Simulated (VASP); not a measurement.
Here is a VASP 6.6.1 calculation.

The input INCAR:

```
SYSTEM = B4Ru
PREC = Accurate
ENCUT = 520
EDIFF = 1E-6
ISMEAR = 0
SIGMA = 0.1
LREAL = .False.
LASPH = .True.
NELM = 100
ALGO = Normal
ISIF = 2
LWAVE = .False.
LCHARG = .True.
GGA = PE
LELF = .True.
LVHAR = .True.
NBANDS = 21
```

The input KPOINTS:

```
regular mesh
0
Gamma
  12 12 10
  0 0 0
```

Contents of POSCAR:

```
B4Ru
1.0
    3.5340750515      0.0000000000      0.0000000000
   -1.7670375257      3.0605987735      0.0000000000
    0.0000000000      0.0000000000      4.0982877835
B Ru
4 1
Direct
    0.5000000000      0.0000000000      0.0000000000
    0.0000000000      0.5000000000      0.0000000000
    0.5000000000      0.5000000000      0.0000000000
    0.0000000000      0.0000000000      0.0000000000
    0.0000000000      0.0000000000      0.5000000000
```

Potentials or basis: VASP PAW PBE potentials, release 64 (B, Ru_pv).

Run with:

```sh
$ cat potpaw_PBE.64/B/POTCAR potpaw_PBE.64/Ru_pv/POTCAR > POTCAR
$ mpirun -np 1 vasp_std > vasp.out
```

(1) Estimate the band gap on the k mesh.

(2) Estimate the pressure.

## Answers

(1) zero (band 13 reaches 8.92 eV, above the bottom of band 14 at 7.92 eV).

(2) 0.0 GPa.
